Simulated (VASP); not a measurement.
The system is C.

```
C
1.0
     3.34383    0.00000    0.00000
    -1.67191    2.89584    0.00000
     0.00000    0.00000    2.04977
C
3
Direct
  0.00000 0.00000 0.00000
  0.33333 0.66667 0.50000
  0.66667 0.33333 0.50000
```

- Program: VASP 6.6.1
- Task: relaxation of cell and atoms
- Functional: BLYP
- Potentials or basis: VASP PAW PBE potentials, release 64 (C)
- Cutoff: 600 eV
- k mesh: 11 × 11 × 15
- Occupations: fermi-dirac, width 0.1 eV
- Spin: no spin polarisation

At the start: pressure 18.3 GPa; volume 6.62 Å³/atom.

Where does the relaxation end?

Over 18 steps the energy falls by 3255.9 meV/atom and the volume is 9.29 Å³/atom (+40.5 %); space group P6/mmm (No. 191, to 0.05 Å).

Step by step:
| step | energy change (eV) | largest force (eV/Å) | pressure (GPa) | volume (Å³) |
| --- | --- | --- | --- | --- |
| 1 | 0.0000 | 0.0000 | 18.26 | 19.85 |
| 2 | -0.1954 | 0.0000 | 0.05 | 22.08 |
| 3 | -0.2135 | 0.0000 | -6.75 | 23.27 |
| 4 | -0.4276 | 0.0000 | -12.32 | 23.89 |
| 5 | -1.8544 | 0.0000 | -23.84 | 25.02 |
| 6 | -2.2270 | 0.0000 | 213.52 | 23.04 |
| 7 | -2.6886 | 0.0000 | -29.50 | 25.11 |
| 8 | -8.9585 | 0.0000 | -7.97 | 24.69 |
| 9 | -8.8927 | 0.0000 | 68.20 | 24.03 |
| 10 | -9.5071 | 0.0000 | 25.84 | 24.38 |
| 11 | -9.4573 | 0.0000 | 35.83 | 24.29 |
| 12 | -9.3869 | 0.0000 | -20.05 | 27.35 |
| 13 | -9.6319 | 0.0000 | 6.89 | 25.64 |
| 14 | -9.7400 | 0.0000 | 2.11 | 26.89 |
| 15 | -9.7654 | 0.0000 | -2.11 | 28.24 |
| 16 | -9.7671 | 0.0000 | -1.30 | 27.96 |
| 17 | -9.7659 | 0.0000 | 2.34 | 27.74 |
| 18 | -9.7677 | 0.0000 | -0.01 | 27.88 |

Final structure:
```cif
data_structure
_symmetry_space_group_name_H-M 'P 1'
_symmetry_Int_Tables_number 1
_cell_length_a 5.0169
_cell_length_b 5.0169
_cell_length_c 1.2791
_cell_angle_alpha 90.000
_cell_angle_beta 90.000
_cell_angle_gamma 120.000
_cell_volume 27.88
loop_
_atom_site_label
_atom_site_type_symbol
_atom_site_fract_x
_atom_site_fract_y
_atom_site_fract_z
_atom_site_occupancy
C1 C 0.00000 0.00000 0.00000 1
C2 C 0.33333 0.66667 0.50000 1
C3 C 0.66667 0.33333 0.50000 1
```

Caveat: the volume moved by over 15 % at a fixed basis, so the end points are rough; the PAW data sets were made with another functional, which shifts forces and pressure a little.
